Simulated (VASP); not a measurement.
# Sc (I4/mmm) in VASP: further runs

The runs below take Sc through single point, with r2SCAN.

All numbers are computed with VASP 6.6.1; they aren't measurements. Logs are shortened: lines on timing, memory, paths and dates and some standing lists are left out, and cuts for length are marked.

**1. The cell of the first run**

The structure is tetragonal, space group I4/mmm (No. 139). Conventional cell: a = 3.211 Å, b = 3.211 Å, c = 5.052 Å, α = 90.00°, β = 90.00°, γ = 90.00°. Within 4.2 Å of Sc (site symmetry 4/mmm) lie 12 Sc at 3.21 to 3.40 Å.

**2. Single point, r2SCAN (strain +0.1125 x Voigt [1, 0, 0, 0, 0, 0])**

POSCAR reads:

```
Sc
1.0
    0.0000000000      2.2705000000      2.2705000000
    2.5259312500      0.0000000000      2.2705000000
    2.5259312500      2.2705000000      0.0000000000
Sc
1
Direct
    0.0000000000      0.0000000000      0.0000000000
```

INCAR.step1 reads:

```
  ALGO = Normal
  EDIFF = 1E-4
  ENCUT = 520
  GGA = PE
  ISMEAR = 0
  LASPH = T
  LCHARG = F
  LREAL = F
  LWAVE = T
  NBANDS = 12
  NELM = 60
  PREC = Accurate
  SIGMA = 0.15
```

INCAR.step2 reads:

```
  ALGO = Normal
  EDIFF = 1E-6
  ENCUT = 520
  ISIF = 2
  ISMEAR = 0
  ISTART = 1
  LASPH = T
  LCHARG = F
  LMIXTAU = T
  LREAL = F
  LWAVE = F
  METAGGA = R2SCAN
  NBANDS = 12
  NELM = 60
  PREC = Accurate
  SIGMA = 0.15
```

KPOINTS reads:

```
k-points
0
Gamma
  18 18 18
```

Potentials or basis: VASP PAW PBE potentials, release 64 (Sc_sv).

The run is started by

```sh
> cat potpaw_PBE.64/Sc_sv/POTCAR > POTCAR
> cp INCAR.step1 INCAR
> mpirun -np 1 vasp_std > vasp.out
> cp INCAR.step2 INCAR
> mpirun -np 1 vasp_std > vasp.out
```

OUTCAR:

```text
EDIFF = 1E-6
   ENCUT = 520
   ISIF = 2
   ISMEAR = 0
   ISTART = 1
   LASPH = T
   LREAL = F
   METAGGA = R2SCAN
   NELM = 60
   PREC = Accurate

 ion  position               nearest neighbor table
   1  0.000  0.000  0.000-

  LATTYP: Found a body centered tetragonal cell.
 ALAT       =     3.2109718934
 C/A-ratio  =     1.5733125881

  Lattice vectors:

 A1 = (   2.5259312500,   0.0000000000,   2.2705000000)
 A2 = (   2.5259312500,   0.0000000000,  -2.2705000000)
 A3 = (  -2.5259312500,   2.2705000000,   0.0000000000)

Analysis of symmetry for initial positions (statically):
=====================================================================
 Subroutine PRICEL returns:
 Original cell was already a primitive cell.

 Routine SETGRP: Setting up the symmetry group for a
 body centered tetragonal supercell.

 Subroutine GETGRP returns: Found 16 space group operations
 (whereof 16 operations were pure point group operations)
 out of a pool of 16 trial point group operations.

The static configuration has the point symmetry D_4h.

Analysis of symmetry for dynamics (positions and initial velocities):
=====================================================================
 Subroutine PRICEL returns:
 Original cell was already a primitive cell.

 Routine SETGRP: Setting up the symmetry group for a
 body centered tetragonal supercell.

 Subroutine GETGRP returns: Found 16 space group operations
 (whereof 16 operations were pure point group operations)
 out of a pool of 16 trial point group operations.

The dynamic configuration has the point symmetry D_4h.

 Subroutine INISYM returns: Found 16 space group operations
 (whereof 16 operations are pure point group operations),
 and found     1 'primitive' translations

----------------------------------------------------------------------------------------

                                     Primitive cell

  volume of cell :      26.0432

  direct lattice vectors                    reciprocal lattice vectors
     0.000000000  2.270500000  2.270500000    -0.197946797  0.220215811  0.220215811
     2.525931250  0.000000000  2.270500000     0.197946797 -0.220215811  0.220215811
     2.525931250  2.270500000  0.000000000     0.197946797  0.220215811 -0.220215811

  length of vectors
     3.210971893  3.396394990  3.396394990     0.369016181  0.369016181  0.369016181

  position of ions in fractional coordinates (direct lattice)
     0.000000000  0.000000000  0.000000000

  ion indices of the primitive-cell ions
   primitive index   ion index
                 1           1

----------------------------------------------------------------------------------------

 KPOINTS: k-points

Automatic generation of k-mesh.
 Grid dimensions read from file:
 generate k-points for:   18   18   18

 Generating k-lattice:

  Cartesian coordinates                     Fractional coordinates (reciprocal lattice)
    -0.010997044  0.012234212  0.012234212     0.055555556 -0.000000000 -0.000000000
     0.010997044 -0.012234212  0.012234212     0.000000000  0.055555556  0.000000000
     0.010997044  0.012234212 -0.012234212     0.000000000  0.000000000  0.055555556

  Length of vectors
     0.020500899  0.020500899  0.020500899

  Shift w.r.t. Gamma in fractional coordinates (k-lattice)
     0.000000000  0.000000000  0.000000000

 Subroutine IBZKPT returns following result:
 ===========================================

 Found    480 irreducible k-points:

 Following reciprocal coordinates:
            Coordinates               Weight
  0.000000  0.000000  0.000000      1.000000
  0.055556 -0.000000 -0.000000      8.000000
  0.111111 -0.000000 -0.000000      8.000000
  0.166667 -0.000000 -0.000000      8.000000
  0.222222  0.000000  0.000000      8.000000
  0.277778 -0.000000 -0.000000      8.000000
[... 16 lines left out ...]
 -0.277778  0.055556  0.000000     16.000000
 -0.222222  0.055556  0.000000     16.000000
 [... further k-points ...]
   k-points           NKPTS =    480   k-points in BZ     NKDIM =    480   number of bands    NBANDS=     12
   number of dos      NEDOS =    301   number of ions     NIONS =      1
   total plane-waves  NPLWV =  18816
   dimension x,y,z NGX =    24 NGY =   28 NGZ =   28
   dimension x,y,z NGXF=    48 NGYF=   56 NGZF=   56
   ions per type =               1
   NGX,Y,Z   is equivalent  to a cutoff of  12.43, 13.71, 13.71 a.u.
   NGXF,Y,Z  is equivalent  to a cutoff of  24.85, 27.41, 27.41 a.u.
 SYSTEM =  unknown system
   PREC   = accura    normal or accurate (medium, high low for compatibility)
   ISTART =      1    job   : 0-new  1-cont  2-samecut
   ICHARG =      0    charge: 1-file 2-atom 10-const
   ISPIN  =      1    spin polarized calculation?
   LNONCOLLINEAR =      F non collinear calculations
   LSORBIT =      F    spin-orbit coupling
   LASPH  =      T    aspherical Exc in radial PAW
   ENCUT  =  520.0 eV  38.22 Ry    6.18 a.u.   5.97  6.32  6.32*2*pi/ulx,y,z
   NELM   =     60;   NELMIN=  2; NELMDL=  0     # of ELM steps
   EDIFF  = 0.1E-05   stopping-criterion for ELM
   LREAL  =      F    real-space projection
   EDIFFG = 0.1E-04   stopping-criterion for IOM
   NSW    =      0    number of steps for IOM
   IBRION =     -1    ionic relax: 0-MD 1-quasi-New 2-CG
   NFREE  =      0    steps in history (QN), initial steepest desc. (CG)
   ISIF   =      2    stress and relaxation
   ISYM   =      2    0-nonsym 1-usesym 2-fastsym
   POTIM  = 0.5000    time-step for ionic-motion
   TEBEG  =    0.0;   TEEND  =   0.0 temperature during run
   PSTRESS=    0.0 pullay stress
   NELECT =      11.0000    total number of electrons
   NUPDOWN=      -1.0000    fix difference up-down
   EMIN   =  10.00;   EMAX   =-10.00  energy-range for DOS
   EFERMI =   0.00;   METHOD = LEGACY
   ISMEAR =     0;   SIGMA  =   0.15  broadening in eV -4-tet -1-fermi 0-gaus
   EFERMI_NEDOS =   21; number of points for ismear=-14 and -15
   IALGO  =     38    algorithm
   IMIX   =      4    mixing-type and parameters
     AMIX     =   0.40;   BMIX     =  1.00
     AMIX_MAG =   1.60;   BMIX_MAG =  1.00
  volume/ion in A,a.u.               =      26.04       175.75
  Fermi-wavevector in a.u.,A,eV,Ry     =   1.228309  2.321167 20.527687  1.508742
  Thomas-Fermi vector in A             =   2.363239
   LORBIT       =      0    0 simple, 1 ext, 2 COOP (PROOUT), +10 PAW based schemes
   METAGGA = R2SCAN    functional components
   LHFCALC =     F    Hartree Fock is set to
   AEXX    =    0.0000 exact exchange contribution
   IVDW    =     0    specifies the selected vdW correction
   LEPSILON=     F    determine dielectric tensor
   LRPA    =     F    only Hartree local field effects (RPA)
 non-spin polarized calculation
 Gauss-broadening in eV      SIGMA  =   0.15
  energy-cutoff  :      520.00
  volume of cell :       26.04
 maximum number of plane-waves:       716
   NGX = 11   NGY = 13   NGZ = 13

 number of electron      11.0000002 magnetization

 Free energy of the ion-electron system (eV)
  ---------------------------------------------------
  ext. energy  EPLUGINS =         0.00000000
  ---------------------------------------------------
  free energy    TOTEN  =       -11.29278952 eV

  energy without entropy =      -11.26943773  energy(sigma->0) =      -11.28111362

 E-fermi :   3.4558     XC(G=0): -10.3725

 val. band max:        3.4521746056   @ k =   0.4444   0.1111   0.0000
 cond. band min:       3.4579290511   @ k =  -0.1667   0.2778   0.2778
 fundamental gap:      0.0057544455
 Fermi energy:         3.4558285731

 k-point     1 :       0.0000    0.0000    0.0000
  band No.  band energies     occupation
      1     -48.2900      2.00000
      2     -25.7604      2.00000
      3     -25.7603      2.00000
      4     -25.7227      2.00000
      5      -1.9908      2.00000
      6       4.7570      0.00000
      7       5.4131      0.00000
      8       5.4132      0.00000
      9       6.0831      0.00000
     10       6.8239      0.00000
     11      16.3052      0.00000
     12      18.5470      0.00000

 k-point     2 :       0.0556   -0.0000   -0.0000
  band No.  band energies     occupation
      1     -48.2885      2.00000
      2     -25.7696      2.00000
      3     -25.7610      2.00000
      4     -25.7262      2.00000
      5      -1.9120      2.00000
      6       4.7657      0.00000
      7       5.3681      0.00000
      8       5.4417      0.00000
      9       6.0748      0.00000
     10       6.7942      0.00000
     11      16.3548      0.00000
     12      18.3811      0.00000

 k-point     3 :       0.1111   -0.0000   -0.0000
  band No.  band energies     occupation
      1     -48.2842      2.00000
      2     -25.7982      2.00000
      3     -25.7628      2.00000
      4     -25.7342      2.00000
      5      -1.6790      2.00000
      6       4.7593      0.00000
      7       5.2594      0.00000
      8       5.5197      0.00000
      9       6.0730      0.00000
     10       6.7168      0.00000
     11      16.3729      0.00000
     12      17.6118      0.00000
[... 286 lines left out ...]
 k-point    23 :      -0.2778    0.0556    0.0000
  band No.  band energies     occupation
      1     -48.2576      2.00000
      2     -25.9713      2.00000
      3     -25.7874      2.00000
      4     -25.7694      2.00000
      5       0.0321      2.00000
      6       4.0598      0.00000
      7       4.9764      0.00000
      8       5.6036      0.00000
      9       6.5081      0.00000
     10       6.9014      0.00000
     11      12.9007      0.00000
     12      16.2785      0.00000

 k-point    24 :      -0.2222    0.0556    0.0000
  band No.  band energies     occupation
      1     -48.2661      2.00000
      2     -25.9123      2.00000
      3     -25.7829      2.00000
      4     -25.7594      2.00000
      5      -0.5762      2.00000
      6       4.3146      0.00000
      7       5.0914      0.00000
      8       5.6543      0.00000
      9       6.2525      0.00000
     10       6.7450      0.00000
     11      14.1607      0.00000
     12      16.6616      0.00000

 [... further k-points ...]
[... 5 lines left out ...]
  --------------------------------------------------------------------------------------
  -------------------------------------------------------------------------------------
  Total       -0.5302886     -0.1739639     -0.1739639      0.0000000      0.0000000     -0.0000000
  in kB      -32.6233315    -10.7022517    -10.7022517      0.0000000      0.0000000     -0.0000000
  external PRESSURE =     -18.0092783 kB  Pullay stress =       0.0000000 kB

 VOLUME and BASIS-vectors are now :
 -----------------------------------------------------------------------------
  energy-cutoff  :      520.00
  volume of cell :       26.04
      direct lattice vectors                 reciprocal lattice vectors
     0.000000000  2.270500000  2.270500000    -0.197946797  0.220215811  0.220215811
     2.525931250  0.000000000  2.270500000     0.197946797 -0.220215811  0.220215811
     2.525931250  2.270500000  0.000000000     0.197946797  0.220215811 -0.220215811

 POSITION                                       TOTAL-FORCE (eV/Angst)
 -----------------------------------------------------------------------------------
      0.00000      0.00000      0.00000         0.000000      0.000000      0.000000
 -----------------------------------------------------------------------------------
    total drift:                               -0.000000     -0.000000     -0.000000

  FREE ENERGIE OF THE ION-ELECTRON SYSTEM (eV)
  ---------------------------------------------------
  free  energy   TOTEN  =       -11.2927895179 eV

  energy  without entropy=      -11.2694377276  energy(sigma->0) =      -11.28111362
```

Run time: 7.4 min. Hardware: 1 thread of AMD EPYC 9R45 (Zen 5), shared host; peak memory 0.23 GiB.

Results:

| Property | Result |
| --- | --- |
| Free energy | -11.2928 eV |
| Pressure | -1.8 GPa |
| Band gap on the k mesh | zero (an odd number of electrons rules out a gap without spin polarisation) |

Levels at points of the mesh, in eV from the Fermi level:
```
           k point  band 1  band 2  band 3  band 4  band 5  band 6  band 7  band 8  band 9  band 10
(0.00, 0.00, 0.00)  -51.75  -29.22  -29.22  -29.18   -5.45    1.30    1.96    1.96    2.63     3.37
(0.50, 0.00, 0.00)  -51.70  -29.56  -29.25  -29.24   -1.76   -0.01    1.28    1.93    3.74     4.01
(0.50, 0.50, 0.00)  -51.67  -29.55  -29.40  -29.27   -1.44   -0.55    2.26    3.80    3.82     4.34
(0.00, 0.50, 0.50)  -51.70  -29.48  -29.30  -29.30   -1.57   -0.33    0.71    3.90    4.06     4.06
```

Caveat: the cell differs from its parent crystal (strain +0.1125 x Voigt [1, 0, 0, 0, 0, 0]); the PAW data sets were made with another functional, which shifts forces and pressure a little.

(Continued in part 2 of 2.)
